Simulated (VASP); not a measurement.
# H2C19 in VASP: single point with PBEsol

Aim: the single point of H2C19 with PBEsol.

Program: VASP 6.6.1. These are calculated values, not measurements. Logs are shortened: lines on timing, memory, paths and dates and some standing lists are left out, and cuts for length are marked.

## Step 1: The cell of the first run

The cell holds a slab with vacuum, 21 atoms: a = 7.398 Å, b = 7.398 Å, c = 13.000 Å, α = 90.00°, β = 90.00°, γ = 120.00°.

## Step 2: Single point, PBEsol

INCAR reads:

```
SYSTEM = H2C19
ALGO = Normal
EDIFF = 1E-6
ENCUT = 520
GGA = PS
ISIF = 2
ISMEAR = -1
LASPH = .TRUE.
LCHARG = .FALSE.
LREAL = Auto
LWAVE = .FALSE.
NBANDS = 55
NELM = 100
PREC = Accurate
SIGMA = 0.02
```

KPOINTS reads:

```
k-points
0
G
  2 2 1
  0 0 0
```

POSCAR reads:

```
H2C19
1.0
    7.3980000000      0.0000000000      0.0000000000
   -3.6990000000      6.4068560000      0.0000000000
    0.0000000000      0.0000000000     13.0000000000
C H
19 2
Direct
    0.0176181374      0.0331950204      0.0964428532
    0.2339437585      0.1163117509      0.0525972139
   -0.0075205086      0.3322967072      0.0525509683
    0.2088011295      0.4155596048      0.0963903306
   -0.0000737015      0.6720744956      0.0776627044
    0.2264571983      0.7765379674      0.0776525356
    0.3358299636     -0.0034600802      0.0571899445
    0.5571264196      0.1121331795      0.0515595583
    0.3419176329      0.3322991854      0.0526677315
    0.5635912980      0.4520725026      0.0572378242
    0.3318905616      0.6617267892      0.0917642705
    0.5521588301      0.7765438057      0.0776427403
    0.6628146398     -0.0034696975      0.0571393084
    0.8844663964      0.1163143395      0.0524829494
    0.6692994738      0.3364792744      0.0515874905
    0.8905935689      0.4520822905      0.0571844405
    0.6742273856      0.6720756492      0.0776782870
    0.8944802135      0.7869029185      0.0917849013
    0.1127717503      0.2237424237      0.1892978139
    0.2363902954      0.2238432905      0.2369636986
   -0.0109146430      0.2238214826      0.2368305353
```

Potentials or basis: VASP PAW PBE potentials, release 64 (C, H).

The run is started by

```
cat potpaw_PBE.64/C/POTCAR potpaw_PBE.64/H/POTCAR > POTCAR
mpirun -np 1 vasp_std > vasp.out
```

OUTCAR:

```text
SYSTEM = H2C19
   EDIFF = 1E-6
   ENCUT = 520
   GGA = PS
   ISIF = 2
   ISMEAR = -1
   LASPH = .TRUE.
   LREAL = Auto
   NELM = 100
   PREC = Accurate

 ion  position               nearest neighbor table
   1  0.018  0.033  0.096-   2 1.51  14 1.51  18 1.58  19 1.72
   2  0.234  0.116  0.053-   9 1.38   7 1.42   1 1.51
   3  0.992  0.332  0.053-  14 1.38  16 1.42   4 1.51
   4  0.209  0.416  0.096-   9 1.51   3 1.51  11 1.58  19 1.72
   5  1.000  0.672  0.078-  18 1.42  16 1.43   6 1.45
   6  0.226  0.777  0.078-  11 1.42   7 1.43   5 1.45
   7  0.336  0.997  0.057-   8 1.42   2 1.42   6 1.43
   8  0.557  0.112  0.052-  13 1.42   7 1.42  15 1.44
   9  0.342  0.332  0.053-   2 1.38  10 1.42   4 1.51
  10  0.564  0.452  0.057-  15 1.42   9 1.42  17 1.43
  11  0.332  0.662  0.092-   6 1.42  12 1.42   4 1.58
  12  0.552  0.777  0.078-  11 1.42  13 1.43  17 1.45
  13  0.663  0.997  0.057-   8 1.42  14 1.42  12 1.43
  14  0.884  0.116  0.052-   3 1.38  13 1.42   1 1.51
  15  0.669  0.336  0.052-  16 1.42  10 1.42   8 1.44
  16  0.891  0.452  0.057-  15 1.42   3 1.42   5 1.43
  17  0.674  0.672  0.078-  18 1.42  10 1.43  12 1.45
  18  0.894  0.787  0.092-  17 1.42   5 1.42   1 1.58
  19  0.113  0.224  0.189-  21 1.10  20 1.10   1 1.72   4 1.72
  20  0.236  0.224  0.237-  19 1.10
  21  0.989  0.224  0.237-  19 1.10

  LATTYP: Found a hexagonal cell.
 ALAT       =     7.3980000000
 C/A-ratio  =     1.7572316842

  Lattice vectors:

 A1 = (   7.3980000000,   0.0000000000,   0.0000000000)
 A2 = (  -3.6990000000,   6.4068560000,   0.0000000000)
 A3 = (   0.0000000000,   0.0000000000,  13.0000000000)

Analysis of symmetry for initial positions (statically):
=====================================================================
 Subroutine PRICEL returns:
 Original cell was already a primitive cell.

 Routine SETGRP: Setting up the symmetry group for a
 hexagonal supercell.

 Subroutine GETGRP returns: Found  1 space group operations
 (whereof  1 operations were pure point group operations)
 out of a pool of 24 trial point group operations.

The static configuration has the point symmetry C_1 .

Analysis of symmetry for dynamics (positions and initial velocities):
=====================================================================
 Subroutine PRICEL returns:
 Original cell was already a primitive cell.

 Routine SETGRP: Setting up the symmetry group for a
 hexagonal supercell.

 Subroutine GETGRP returns: Found  1 space group operations
 (whereof  1 operations were pure point group operations)
 out of a pool of 24 trial point group operations.

The dynamic configuration has the point symmetry C_1 .

 Subroutine INISYM returns: Found  1 space group operations
 (whereof  1 operations are pure point group operations),
 and found     1 'primitive' translations

----------------------------------------------------------------------------------------

                                     Primitive cell

  volume of cell :     616.1730

  direct lattice vectors                    reciprocal lattice vectors
     7.398000000  0.000000000  0.000000000     0.135171668  0.078041398  0.000000000
    -3.699000000  6.406856000  0.000000000     0.000000000  0.156082796  0.000000000
     0.000000000  0.000000000 13.000000000     0.000000000  0.000000000  0.076923077

  length of vectors
     7.398000000  7.398000054 13.000000000     0.156082797  0.156082796  0.076923077

  position of ions in fractional coordinates (direct lattice)
     0.017618137  0.033195020  0.096442853
     0.233943758  0.116311751  0.052597214
     0.992479491  0.332296707  0.052550968
     0.208801130  0.415559605  0.096390331
     0.999926299  0.672074496  0.077662704
     0.226457198  0.776537967  0.077652536
[... 13 lines left out ...]
     0.236390295  0.223843290  0.236963699
     0.989085357  0.223821483  0.236830535

  ion indices of the primitive-cell ions
   primitive index   ion index
                 1           1
                 2           2
                 3           3
                 4           4
                 5           5
                 6           6
[... 13 lines left out ...]
                20          20
                21          21

----------------------------------------------------------------------------------------

 KPOINTS: k-points

Automatic generation of k-mesh.
 Grid dimensions read from file:
 generate k-points for:    2    2    1

 Generating k-lattice:

  Cartesian coordinates                     Fractional coordinates (reciprocal lattice)
     0.067585834  0.039020699  0.000000000     0.500000000 -0.000000000  0.000000000
     0.000000000  0.078041398  0.000000000     0.000000000  0.500000000  0.000000000
     0.000000000  0.000000000  0.076923077     0.000000000  0.000000000  1.000000000

  Length of vectors
     0.078041399  0.078041398  0.076923077

  Shift w.r.t. Gamma in fractional coordinates (k-lattice)
     0.000000000  0.000000000  0.000000000

 Subroutine IBZKPT returns following result:
 ===========================================

 Found      4 irreducible k-points:

 Following reciprocal coordinates:
            Coordinates               Weight
  0.000000  0.000000  0.000000      1.000000
  0.500000  0.000000  0.000000      1.000000
  0.000000  0.500000  0.000000      1.000000
  0.500000  0.500000  0.000000      1.000000
   k-points           NKPTS =      4   k-points in BZ     NKDIM =      4   number of bands    NBANDS=     55
   number of dos      NEDOS =    301   number of ions     NIONS =     21
   total plane-waves  NPLWV = 307328
   dimension x,y,z NGX =    56 NGY =   56 NGZ =   98
   dimension x,y,z NGXF=   112 NGYF=  112 NGZF=  196
   ions per type =              19   2
   NGX,Y,Z   is equivalent  to a cutoff of  12.58, 12.58, 12.53 a.u.
   NGXF,Y,Z  is equivalent  to a cutoff of  25.17, 25.17, 25.06 a.u.
 SYSTEM =  H2C19
   PREC   = accura    normal or accurate (medium, high low for compatibility)
   ISTART =      0    job   : 0-new  1-cont  2-samecut
   ICHARG =      2    charge: 1-file 2-atom 10-const
   ISPIN  =      1    spin polarized calculation?
   LNONCOLLINEAR =      F non collinear calculations
   LSORBIT =      F    spin-orbit coupling
   LASPH  =      T    aspherical Exc in radial PAW
   ENCUT  =  520.0 eV  38.22 Ry    6.18 a.u.  13.76 13.76 24.17*2*pi/ulx,y,z
   NELM   =    100;   NELMIN=  2; NELMDL= -5     # of ELM steps
   EDIFF  = 0.1E-05   stopping-criterion for ELM
   LREAL  =      T    real-space projection
   EDIFFG = 0.1E-04   stopping-criterion for IOM
   NSW    =      0    number of steps for IOM
   IBRION =     -1    ionic relax: 0-MD 1-quasi-New 2-CG
   NFREE  =      0    steps in history (QN), initial steepest desc. (CG)
   ISIF   =      2    stress and relaxation
   ISYM   =      2    0-nonsym 1-usesym 2-fastsym
   POTIM  = 0.5000    time-step for ionic-motion
   TEBEG  =    0.0;   TEEND  =   0.0 temperature during run
   PSTRESS=    0.0 pullay stress
   NELECT =      78.0000    total number of electrons
   NUPDOWN=      -1.0000    fix difference up-down
   EMIN   =  10.00;   EMAX   =-10.00  energy-range for DOS
   EFERMI =   0.00;   METHOD = LEGACY
   ISMEAR =    -1;   SIGMA  =   0.02  broadening in eV -4-tet -1-fermi 0-gaus
   EFERMI_NEDOS =   21; number of points for ismear=-14 and -15
   IALGO  =     38    algorithm
   IMIX   =      4    mixing-type and parameters
     AMIX     =   0.40;   BMIX     =  1.00
     AMIX_MAG =   1.60;   BMIX_MAG =  1.00
  volume/ion in A,a.u.               =      29.34       198.01
  Fermi-wavevector in a.u.,A,eV,Ry     =   0.822001  1.553356  9.193253  0.675685
  Thomas-Fermi vector in A             =   1.933259
   LORBIT       =      0    0 simple, 1 ext, 2 COOP (PROOUT), +10 PAW based schemes
   GGA     = PS    functional components
   LHFCALC =     F    Hartree Fock is set to
   AEXX    =    0.0000 exact exchange contribution
   IVDW    =     0    specifies the selected vdW correction
   LEPSILON=     F    determine dielectric tensor
   LRPA    =     F    only Hartree local field effects (RPA)
 non-spin polarized calculation
  energy-cutoff  :      520.00
  volume of cell :      616.17
 maximum number of plane-waves:     16651
 NGX is ok and might be reduce to    56
   NGX = 27   NGY = 27   NGZ = 49

 number of electron      78.0000003 magnetization

 Free energy of the ion-electron system (eV)
  ---------------------------------------------------
  ext. energy  EPLUGINS =         0.00000000
  ---------------------------------------------------
  free energy    TOTEN  =      -184.90805853 eV

  energy without entropy =     -184.90801332  energy(sigma->0) =     -184.90803592

 E-fermi :  -1.5865     XC(G=0):  -3.6689

 val. band max:       -1.7530159664   @ k =   0.0000   0.0000   0.0000
 cond. band min:      -1.4200272805   @ k =   0.0000   0.0000   0.0000
 fundamental gap:      0.3329886859
 Fermi energy:        -1.5865216200

 k-point     1 :       0.0000    0.0000    0.0000
  band No.  band energies     occupation
      1     -21.2616      2.00000
      2     -19.3290      2.00000
      3     -18.6882      2.00000
      4     -18.5443      2.00000
      5     -18.4382      2.00000
      6     -18.3233      2.00000
[... 43 lines left out ...]
     50       3.6494      0.00000
     51       3.9030      0.00000

 k-point     2 :       0.5000    0.0000    0.0000
  band No.  band energies     occupation
      1     -20.8035      2.00000
      2     -20.4331      2.00000
      3     -19.3759      2.00000
      4     -18.9347      2.00000
      5     -17.1193      2.00000
      6     -16.7952      2.00000
[... 43 lines left out ...]
     50       3.6180      0.00000
     51       3.9801      0.00000

 k-point     3 :       0.0000    0.5000    0.0000
  band No.  band energies     occupation
      1     -20.8913      2.00000
      2     -20.2344      2.00000
      3     -19.3812      2.00000
      4     -19.1545      2.00000
      5     -16.9018      2.00000
      6     -16.8309      2.00000
[... 43 lines left out ...]
     50       3.7025      0.00000
     51       3.9968      0.00000

 k-point     4 :       0.5000    0.5000    0.0000
  band No.  band energies     occupation
      1     -20.8035      2.00000
      2     -20.4331      2.00000
      3     -19.3759      2.00000
      4     -18.9348      2.00000
      5     -17.1192      2.00000
      6     -16.7952      2.00000
[... 43 lines left out ...]
     50       3.6180      0.00000
     51       3.9801      0.00000
 [bands above 51 left out]

------------------------ aborting loop because EDIFF is reached ----------------------------------------

  FORCE on cell =-STRESS in cart. coord.  units (eV):
  Direction    XX          YY          ZZ          XY          YZ          ZX
  --------------------------------------------------------------------------------------
  -------------------------------------------------------------------------------------
  Total        4.1825187    -25.5513093     -0.0286917     -0.0004106      0.0170967     -0.0038464
  in kB       10.8754147    -66.4386960     -0.0746045     -0.0010677      0.0444550     -0.0100014
  external PRESSURE =     -18.5459619 kB  Pullay stress =       0.0000000 kB

 VOLUME and BASIS-vectors are now :
 -----------------------------------------------------------------------------
  energy-cutoff  :      520.00
  volume of cell :      616.17
      direct lattice vectors                 reciprocal lattice vectors
     7.398000000  0.000000000  0.000000000     0.135171668  0.078041398  0.000000000
    -3.699000000  6.406856000  0.000000000     0.000000000  0.156082796  0.000000000
     0.000000000  0.000000000 13.000000000     0.000000000  0.000000000  0.076923077

 POSITION                                       TOTAL-FORCE (eV/Angst)
 -----------------------------------------------------------------------------------
      0.00755      0.21268      1.25376         0.002202     -0.035552      0.014358
      1.30048      0.74519      0.68376        -0.009148     -0.026209     -0.013343
      6.11320      2.12898      0.68316         0.000382      0.028952     -0.014141
      0.00756      2.66243      1.25307         0.000621      0.003837      0.029713
      4.91145      4.30588      1.00962         0.000381      0.000669     -0.003024
     -1.19708      4.97517      1.00948        -0.002564      0.002672     -0.000267
[... 13 lines left out ...]
      0.92082      1.43413      3.08053         0.026616     -0.001391      0.017965
      6.48934      1.43399      3.07880        -0.026620     -0.000941      0.018741
 -----------------------------------------------------------------------------------
    total drift:                                0.006558     -0.005330      0.005008

  FREE ENERGIE OF THE ION-ELECTRON SYSTEM (eV)
  ---------------------------------------------------
  free  energy   TOTEN  =      -184.9080585258 eV

  energy  without entropy=     -184.9080133207  energy(sigma->0) =     -184.90803592
```

It took 6.8 min on 1 thread of Intel Xeon Platinum 8259CL at 2.50GHz (Skylake/Cascade Lake), shared host; peak memory 0.62 GiB.

Results:

```yaml
Free_energy: -184.9081 eV
Largest_force: 0.039 eV/Å
Band_gap_on_the_k_mesh: 0.33 eV
```

Forces on the atoms (eV/Å):
```
C    0.002 -0.036  0.014
C   -0.009 -0.026 -0.013
C    0.000  0.029 -0.014
C    0.001  0.004  0.030
C    0.000  0.001 -0.003
C   -0.003  0.003  0.000
C   -0.006  0.000 -0.009
C   -0.003  0.011 -0.008
C   -0.002  0.026 -0.025
C   -0.008  0.010 -0.004
C    0.006 -0.036  0.016
C    0.005 -0.004  0.001
C   -0.002 -0.006 -0.007
C    0.013 -0.023 -0.004
C    0.001 -0.013 -0.007
C    0.004  0.009 -0.007
C   -0.001  0.008  0.002
C   -0.002  0.024  0.015
C    0.003  0.021 -0.012
H    0.027 -0.001  0.018
H   -0.027 -0.001  0.019
```

Levels at points of the mesh, in eV from the valence-band top:
```tsv
k point	band 36	band 37	band 38	band 39	band 40	band 41	band 42	band 43
(0.00, 0.00, 0.00)	-2.91	-1.78	-1.54	0.00	0.33	1.68	2.19	3.32
(0.50, 0.00, 0.00)	-2.48	-2.48	-2.14	-0.58	0.74	2.03	2.32	2.50
(0.00, 0.50, 0.00)	-2.35	-2.29	-2.14	-1.46	1.67	2.10	2.39	2.49
(0.50, 0.50, 0.00)	-2.48	-2.48	-2.14	-0.58	0.74	2.03	2.32	2.50
```

Caveat: the k points lie up to 0.49 Å⁻¹ apart; there is no dipole correction, which matters where the two faces differ; the PAW data sets were made with another functional, which shifts forces and pressure a little.
